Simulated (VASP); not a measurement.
# MnO (P4/nmm) in VASP: notebook

The runs below take MnO through single point, with PBE.

All numbers are computed with VASP 6.6.1; they aren't measurements. Logs are shortened: lines on timing, memory, paths and dates and some standing lists are left out, and cuts for length are marked.

## Step 1: The cell of the first run

It takes space group P4/nmm (No. 129, tetragonal). Conventional cell: a = 3.257 Å, b = 3.257 Å, c = 4.768 Å, α = 90.00°, β = 90.00°, γ = 90.00°. Mn (site symmetry -4m2) has 4 O at 2.07 Å and 4 Mn at 2.30 Å within 2.7 Å. Within 2.7 Å of O (site symmetry 4mm) lie 4 Mn at 2.07 Å.

## Step 2: Single point, PBE, collinear spin, ferromagnetic start

INCAR

```
SYSTEM = MnO
PREC = Accurate
ENCUT = 520
EDIFF = 1E-6
ISMEAR = -1
SIGMA = 0.05
LREAL = .FALSE.
LASPH = .TRUE.
NELM = 150
ALGO = Normal
ISIF = 2
LWAVE = .FALSE.
LCHARG = .FALSE.
ISPIN = 2
MAGMOM = 4 4 0 0
LORBIT = 11
LMAXMIX = 4
GGA = PE
NBANDS = 31
```

KPOINTS

```
Automatic mesh
0
G
  8 8 6
  0 0 0
```

POSCAR

```
MnO
1.0
    3.2567121796      0.0000000000      0.0000000000
    0.0000000000      3.2567121796      0.0000000000
    0.0000000000      0.0000000000      4.7684486068
Mn O
2 2
Direct
    0.0000000000      0.0000000000      0.0000000000
    0.5000000000      0.5000000000      0.0000000000
    0.5000000000      0.0000000000      0.2670000000
    0.0000000000      0.5000000000      0.7330000000
```

Potentials or basis: VASP PAW PBE potentials, release 64 (Mn_pv, O).

Launch:

```
> cat potpaw_PBE.64/Mn_pv/POTCAR potpaw_PBE.64/O/POTCAR > POTCAR
> mpirun -np 1 vasp_std > vasp.out
```

OUTCAR:

```text
SYSTEM = MnO
   PREC = Accurate
   ENCUT = 520
   EDIFF = 1E-6
   ISMEAR = -1
   LREAL = .FALSE.
   LASPH = .TRUE.
   NELM = 150
   ISIF = 2
   ISPIN = 2
   LORBIT = 11
   GGA = PE

 ion  position               nearest neighbor table
   1  0.000  0.000  0.000-   3 2.07   4 2.07   4 2.07   3 2.07   2 2.30   2 2.30   2 2.30   2 2.30

   2  0.500  0.500  0.000-   3 2.07   4 2.07   3 2.07   4 2.07   1 2.30   1 2.30   1 2.30   1 2.30

   3  0.500  0.000  0.267-   1 2.07   2 2.07   2 2.07   1 2.07
   4  0.000  0.500  0.733-   1 2.07   2 2.07   1 2.07   2 2.07

  LATTYP: Found a simple tetragonal cell.
 ALAT       =     3.2567121796
 C/A-ratio  =     1.4641909828

  Lattice vectors:

 A1 = (   3.2567121796,   0.0000000000,   0.0000000000)
 A2 = (   0.0000000000,   3.2567121796,   0.0000000000)
 A3 = (   0.0000000000,   0.0000000000,   4.7684486068)

Analysis of symmetry for initial positions (statically):
=====================================================================
 Subroutine PRICEL returns:
 Original cell was already a primitive cell.

 Routine SETGRP: Setting up the symmetry group for a
 simple tetragonal supercell.

 Subroutine GETGRP returns: Found 16 space group operations
 (whereof  8 operations were pure point group operations)
 out of a pool of 16 trial point group operations.

The static configuration has the point symmetry D_2d.
 The point group associated with its full space group is D_4h.

Analysis of symmetry for dynamics (positions and initial velocities):
=====================================================================
 Subroutine PRICEL returns:
 Original cell was already a primitive cell.

 Routine SETGRP: Setting up the symmetry group for a
 simple tetragonal supercell.

 Subroutine GETGRP returns: Found 16 space group operations
 (whereof  8 operations were pure point group operations)
 out of a pool of 16 trial point group operations.

The dynamic configuration has the point symmetry D_2d.
 The point group associated with its full space group is D_4h.

Analysis of structural, dynamic, and magnetic symmetry:
=====================================================================
 Subroutine PRICEL returns:
 Original cell was already a primitive cell.

 Routine SETGRP: Setting up the symmetry group for a
 simple tetragonal supercell.

 Subroutine GETGRP returns: Found 16 space group operations
 (whereof  8 operations were pure point group operations)
 out of a pool of 16 trial point group operations.

The overall configuration has the point symmetry D_2d.
 The point group associated with its full space group is D_4h.

 Subroutine INISYM returns: Found 16 space group operations
 (whereof  8 operations are pure point group operations),
 and found     1 'primitive' translations

----------------------------------------------------------------------------------------

                                     Primitive cell

  volume of cell :      50.5750

  direct lattice vectors                    reciprocal lattice vectors
     3.256712180  0.000000000  0.000000000     0.307058145  0.000000000  0.000000000
     0.000000000  3.256712180  0.000000000     0.000000000  0.307058145  0.000000000
     0.000000000  0.000000000  4.768448607     0.000000000  0.000000000  0.209711812

  length of vectors
     3.256712180  3.256712180  4.768448607     0.307058145  0.307058145  0.209711812

  position of ions in fractional coordinates (direct lattice)
     0.000000000  0.000000000  0.000000000
     0.500000000  0.500000000  0.000000000
     0.500000000  0.000000000  0.267000000
     0.000000000  0.500000000  0.733000000

  ion indices of the primitive-cell ions
   primitive index   ion index
                 1           1
                 2           2
                 3           3
                 4           4

----------------------------------------------------------------------------------------

 KPOINTS: Automatic mesh

Automatic generation of k-mesh.
 Grid dimensions read from file:
 generate k-points for:    8    8    6

 Generating k-lattice:

  Cartesian coordinates                     Fractional coordinates (reciprocal lattice)
     0.038382268  0.000000000  0.000000000     0.125000000  0.000000000  0.000000000
     0.000000000  0.038382268  0.000000000     0.000000000  0.125000000  0.000000000
     0.000000000  0.000000000  0.034951969     0.000000000  0.000000000  0.166666667

  Length of vectors
     0.038382268  0.038382268  0.034951969

  Shift w.r.t. Gamma in fractional coordinates (k-lattice)
     0.000000000  0.000000000  0.000000000

 Subroutine IBZKPT returns following result:
 ===========================================

 Found     60 irreducible k-points:

 Following reciprocal coordinates:
            Coordinates               Weight
  0.000000  0.000000  0.000000      1.000000
  0.125000  0.000000  0.000000      4.000000
  0.250000  0.000000  0.000000      4.000000
  0.375000  0.000000  0.000000      4.000000
  0.500000  0.000000  0.000000      2.000000
  0.125000  0.125000  0.000000      4.000000
[... 16 lines left out ...]
  0.375000  0.125000  0.166667     16.000000
  0.500000  0.125000  0.166667      8.000000
 [... further k-points ...]
   k-points           NKPTS =     60   k-points in BZ     NKDIM =     60   number of bands    NBANDS=     31
   number of dos      NEDOS =    301   number of ions     NIONS =      4
   total plane-waves  NPLWV =  20736
   dimension x,y,z NGX =    24 NGY =   24 NGZ =   36
   dimension x,y,z NGXF=    48 NGYF=   48 NGZF=   72
   ions per type =               2   2
   NGX,Y,Z   is equivalent  to a cutoff of  12.25, 12.25, 12.55 a.u.
   NGXF,Y,Z  is equivalent  to a cutoff of  24.50, 24.50, 25.10 a.u.
 SYSTEM =  MnO
   PREC   = accura    normal or accurate (medium, high low for compatibility)
   ISTART =      0    job   : 0-new  1-cont  2-samecut
   ICHARG =      2    charge: 1-file 2-atom 10-const
   ISPIN  =      2    spin polarized calculation?
   LNONCOLLINEAR =      F non collinear calculations
   LSORBIT =      F    spin-orbit coupling
   LASPH  =      T    aspherical Exc in radial PAW
   ENCUT  =  520.0 eV  38.22 Ry    6.18 a.u.   6.06  6.06  8.87*2*pi/ulx,y,z
   NELM   =    150;   NELMIN=  2; NELMDL= -5     # of ELM steps
   EDIFF  = 0.1E-05   stopping-criterion for ELM
   LREAL  =      F    real-space projection
   EDIFFG = 0.1E-04   stopping-criterion for IOM
   NSW    =      0    number of steps for IOM
   IBRION =     -1    ionic relax: 0-MD 1-quasi-New 2-CG
   NFREE  =      0    steps in history (QN), initial steepest desc. (CG)
   ISIF   =      2    stress and relaxation
   ISYM   =      2    0-nonsym 1-usesym 2-fastsym
   POTIM  = 0.5000    time-step for ionic-motion
   TEBEG  =    0.0;   TEEND  =   0.0 temperature during run
   PSTRESS=    0.0 pullay stress
   NELECT =      38.0000    total number of electrons
   NUPDOWN=      -1.0000    fix difference up-down
   EMIN   =  10.00;   EMAX   =-10.00  energy-range for DOS
   EFERMI =   0.00;   METHOD = LEGACY
   ISMEAR =    -1;   SIGMA  =   0.05  broadening in eV -4-tet -1-fermi 0-gaus
   EFERMI_NEDOS =   21; number of points for ismear=-14 and -15
   IALGO  =     38    algorithm
   IMIX   =      4    mixing-type and parameters
     AMIX     =   0.40;   BMIX     =  1.00
     AMIX_MAG =   1.60;   BMIX_MAG =  1.00
  volume/ion in A,a.u.               =      12.64        85.32
  Fermi-wavevector in a.u.,A,eV,Ry     =   1.488301  2.812481 30.137443  2.215040
  Thomas-Fermi vector in A             =   2.601353
   LORBIT       =     11    0 simple, 1 ext, 2 COOP (PROOUT), +10 PAW based schemes
   GGA     = PE    functional components
   LHFCALC =     F    Hartree Fock is set to
   AEXX    =    0.0000 exact exchange contribution
   IVDW    =     0    specifies the selected vdW correction
   LEPSILON=     F    determine dielectric tensor
   LRPA    =     F    only Hartree local field effects (RPA)
 spin polarized calculation
  energy-cutoff  :      520.00
  volume of cell :       50.57
 maximum number of plane-waves:      1400
   NGX = 13   NGY = 13   NGZ = 17

 number of electron      38.0000028 magnetization       2.6836534

 Free energy of the ion-electron system (eV)
  ---------------------------------------------------
  ext. energy  EPLUGINS =         0.00000000
  ---------------------------------------------------
  free energy    TOTEN  =       -30.14239139 eV

  energy without entropy =      -30.11630258  energy(sigma->0) =      -30.12934699

 E-fermi :   4.6300     XC(G=0): -10.6876

 val. band max:        4.6296324202   @ k =   0.1250   0.0000   0.3333
 cond. band min:       4.6308595812   @ k =   0.3750   0.0000   0.0000
 fundamental gap:      0.0012271610
 Fermi energy:         4.6299806758

 spin component 1

 k-point     1 :       0.0000    0.0000    0.0000
  band No.  band energies     occupation
      1     -44.9920      1.00000
      2     -44.9920      1.00000
      3     -44.7394      1.00000
      4     -44.5529      1.00000
      5     -44.3175      1.00000
      6     -44.3175      1.00000
[... 23 lines left out ...]
     30      17.1781      0.00000
     31      19.0971      0.00000

 k-point     2 :       0.1250    0.0000    0.0000
  band No.  band energies     occupation
      1     -44.9708      1.00000
      2     -44.9669      1.00000
      3     -44.7319      1.00000
      4     -44.5596      1.00000
      5     -44.3479      1.00000
      6     -44.3438      1.00000
[... 23 lines left out ...]
     30      17.8161      0.00000
     31      18.8333      0.00000

 k-point     3 :       0.2500    0.0000    0.0000
  band No.  band energies     occupation
      1     -44.9086      1.00000
      2     -44.8952      1.00000
      3     -44.7106      1.00000
      4     -44.5788      1.00000
      5     -44.4322      1.00000
      6     -44.4184      1.00000
[... 703 lines left out ...]
     30      17.8961      0.00000
     31      18.1876      0.00000

 k-point    24 :       0.5000    0.1250    0.1667
  band No.  band energies     occupation
      1     -44.8393      1.00000
      2     -44.8393      1.00000
      3     -44.6428      1.00000
      4     -44.6428      1.00000
      5     -44.5072      1.00000
      6     -44.5072      1.00000
[... 23 lines left out ...]
     30      17.1484      0.00000
     31      18.9321      0.00000

 [... further k-points ...]

 spin component 2

 k-point     1 :       0.0000    0.0000    0.0000
  band No.  band energies     occupation
      1     -43.4738      1.00000
      2     -43.4738      1.00000
      3     -43.0905      1.00000
      4     -42.8908      1.00000
      5     -42.7628      1.00000
      6     -42.7628      1.00000
[... 23 lines left out ...]
     30      17.7136      0.00000
     31      19.6677      0.00000

 k-point     2 :       0.1250    0.0000    0.0000
  band No.  band energies     occupation
      1     -43.4517      1.00000
      2     -43.4474      1.00000
      3     -43.0824      1.00000
      4     -42.8979      1.00000
      5     -42.7951      1.00000
      6     -42.7905      1.00000
[... 23 lines left out ...]
     30      18.2256      0.00000
     31      19.3679      0.00000

 k-point     3 :       0.2500    0.0000    0.0000
  band No.  band energies     occupation
      1     -43.3868      1.00000
      2     -43.3720      1.00000
      3     -43.0595      1.00000
      4     -42.9186      1.00000
      5     -42.8845      1.00000
      6     -42.8693      1.00000
[... 703 lines left out ...]
     30      18.2796      0.00000
     31      18.4515      0.00000

 k-point    24 :       0.5000    0.1250    0.1667
  band No.  band energies     occupation
      1     -43.3142      1.00000
      2     -43.3142      1.00000
      3     -42.9872      1.00000
      4     -42.9872      1.00000
      5     -42.9634      1.00000
      6     -42.9634      1.00000
[... 23 lines left out ...]
     30      17.3786      0.00000
     31      19.3150      0.00000

 [... further k-points ...]

------------------------ aborting loop because EDIFF is reached ----------------------------------------

  FORCE on cell =-STRESS in cart. coord.  units (eV):
  Direction    XX          YY          ZZ          XY          YZ          ZX
  --------------------------------------------------------------------------------------
  -------------------------------------------------------------------------------------
  Total       -2.1605901     -2.1605901     -6.7152317      0.0000000     -0.0000000      0.0000000
  in kB      -68.4458474    -68.4458474   -212.7334193      0.0000000     -0.0000000      0.0000000
  external PRESSURE =    -116.5417047 kB  Pullay stress =       0.0000000 kB

 VOLUME and BASIS-vectors are now :
 -----------------------------------------------------------------------------
  energy-cutoff  :      520.00
  volume of cell :       50.57
      direct lattice vectors                 reciprocal lattice vectors
     3.256712180  0.000000000  0.000000000     0.307058145  0.000000000  0.000000000
     0.000000000  3.256712180  0.000000000     0.000000000  0.307058145  0.000000000
     0.000000000  0.000000000  4.768448607     0.000000000  0.000000000  0.209711812

 POSITION                                       TOTAL-FORCE (eV/Angst)
 -----------------------------------------------------------------------------------
      0.00000      0.00000      0.00000        -0.000000     -0.000000      0.000000
      1.62836      1.62836      0.00000         0.000000      0.000000      0.000000
      1.62836      0.00000      1.27318         0.000000      0.000000     -2.705141
      0.00000      1.62836      3.49527        -0.000000      0.000000      2.705141
 -----------------------------------------------------------------------------------
    total drift:                                0.000000     -0.000000     -0.000000

  FREE ENERGIE OF THE ION-ELECTRON SYSTEM (eV)
  ---------------------------------------------------
  free  energy   TOTEN  =       -30.1423913933 eV

  energy  without entropy=      -30.1163025818  energy(sigma->0) =      -30.12934699

 total charge

# of ion       s       p       d       tot
------------------------------------------
    1        0.294   6.332   5.211  11.838
    2        0.294   6.332   5.211  11.838
    3        1.584   3.277   0.000   4.861
    4        1.584   3.277   0.000   4.861
--------------------------------------------------
tot          3.756  19.219  10.423  33.398

 magnetization (x)

# of ion       s       p       d       tot
------------------------------------------
    1        0.008   0.014   1.424   1.447
    2        0.008   0.014   1.424   1.447
    3        0.001  -0.119   0.000  -0.119
    4        0.001  -0.119   0.000  -0.119
--------------------------------------------------
tot          0.018  -0.211   2.848   2.656
```

Run time: 54 s. Hardware: 1 thread of Intel Xeon 6975P-C (Granite Rapids), shared host; peak memory 0.26 GiB.

What came out:

| Item | Value |
| --- | --- |
| Free energy | -30.1424 eV |
| Pressure | -11.7 GPa |
| Largest force | 2.705 eV/Å |
| Net moment | 2.68 μB per cell |
| Site moments | Mn +1.45; O -0.12 μB |
| Valence electrons inside the program's atomic spheres | Mn 11.84; O 4.86 |

Forces in eV/Å, atoms in the order of the input:
```
Mn   0.000  0.000  0.000
Mn   0.000  0.000  0.000
O    0.000  0.000 -2.705
O    0.000  0.000  2.705
```

Caveat: the cell stands under tension; semilocal functionals often make such compounds metallic where correlation or magnetic order opens a gap, which also shifts bond lengths; only a ferromagnetic start was run, and an antiferromagnetic order may lie lower in energy; forces of over 1 eV/Å act on the atoms, so gaps and moduli don't describe the material at rest.

## Step 3: Single point, PBE, collinear spin, ferromagnetic start

This run uses another cell than the first one, of 12.91 Å³/atom.

INCAR

```
SYSTEM = MnO
  PREC = Accurate
  ENCUT = 520
  EDIFF = 1E-7
  ISMEAR = -1
  SIGMA = 0.05
  LREAL = .FALSE.
  LASPH = .TRUE.
  NELM = 150
  ALGO = Normal
  ISIF = 2
  LWAVE = .FALSE.
  LCHARG = .TRUE.
  ISPIN = 2
  MAGMOM = 4 4 0 0
  LORBIT = 11
  LMAXMIX = 4
  GGA = PE
  LELF = .TRUE.
  LVHAR = .TRUE.
  NBANDS = 31
```

KPOINTS is that of step 2.

POSCAR

```
MnO
1.0
    3.2796475281      0.0000000000      0.0000000000
    0.0000000000      3.2796475281      0.0000000000
    0.0000000000      0.0000000000      4.8020303372
Mn O
2 2
Direct
    0.0000000000      0.0000000000      0.0000000000
    0.5000000000      0.5000000000      0.0000000000
    0.5000000000      0.0000000000      0.2670000000
    0.0000000000      0.5000000000      0.7330000000
```

Potentials or basis: VASP PAW PBE potentials, release 64 (Mn_pv, O).

Launch:

```
> cat potpaw_PBE.64/Mn_pv/POTCAR potpaw_PBE.64/O/POTCAR > POTCAR
> mpirun -np 1 vasp_std > vasp.out
```

It took 60 s on 1 thread of Intel Xeon 6975P-C (Granite Rapids), shared host; peak memory 0.26 GiB.

Results (log left out):

- Free energy: -30.0572 eV
- Pressure: -14.0 GPa
- Largest force: 2.867 eV/Å
- Net moment: 2.73 μB per cell
- Site moments: Mn +1.48; O -0.13 μB
- Valence electrons inside the program's atomic spheres: Mn 11.80; O 4.85

Forces on the atoms (eV/Å):
```
Mn   0.000  0.000  0.000
Mn   0.000  0.000  0.000
O    0.000  0.000 -2.867
O    0.000  0.000  2.867
```

Stress tensor (GPa, compression positive):
```
 -9.82   0.00   0.00
  0.00  -9.82   0.00
  0.00   0.00 -22.45
```

Levels at points of the mesh, in eV from the Fermi level:
Spin up:
```csv
k point,band 16,band 17,band 18,band 19,band 20,band 21,band 22,band 23,band 24,band 25
"(0.00, 0.00, 0.00)",-1.58,-0.95,-0.72,0.02,0.02,0.09,0.39,0.59,0.59,1.77
"(0.50, 0.00, 0.00)",-2.13,-1.87,-1.87,-1.46,-1.46,0.45,0.45,0.45,0.45,4.87
"(0.50, 0.50, 0.00)",-3.02,-2.29,-2.29,-0.96,-0.96,-0.27,-0.27,0.92,0.92,5.53
"(0.00, 0.00, 0.50)",-1.56,-1.11,-0.67,0.08,0.08,0.09,0.48,0.48,1.77,1.77
"(0.50, 0.00, 0.50)",-2.08,-1.88,-1.88,-1.47,-1.47,0.50,0.50,0.61,0.61,4.94
"(0.50, 0.50, 0.50)",-2.90,-2.54,-2.54,-1.10,-1.10,-0.27,-0.27,0.97,0.97,6.40
```
Spin down:
| k point | band 16 | band 17 | band 18 | band 19 | band 20 | band 21 |
| --- | --- | --- | --- | --- | --- | --- |
| (0.00, 0.00, 0.00) | -0.75 | -0.47 | 0.78 | 0.83 | 1.45 | 1.45 |
| (0.50, 0.00, 0.00) | -0.98 | -0.92 | -0.92 | 0.12 | 0.12 | 1.44 |
| (0.50, 0.50, 0.00) | -2.04 | -1.44 | -1.44 | 0.79 | 0.79 | 1.30 |
| (0.00, 0.00, 0.50) | -0.55 | -0.40 | 0.90 | 1.38 | 1.38 | 1.50 |
| (0.50, 0.00, 0.50) | -1.00 | -0.84 | -0.84 | 0.11 | 0.11 | 1.49 |
| (0.50, 0.50, 0.50) | -1.91 | -1.57 | -1.57 | 0.69 | 0.69 | 1.30 |

Caveat: the cell stands under tension; semilocal functionals often make such compounds metallic where correlation or magnetic order opens a gap, which also shifts bond lengths; only a ferromagnetic start was run, and an antiferromagnetic order may lie lower in energy; forces of over 1 eV/Å act on the atoms, so gaps and moduli don't describe the material at rest. With open d or f shells a metallic result of PBE can be an artefact of self-interaction; +U or a hybrid may open a gap.

[end of part 1 of 2]
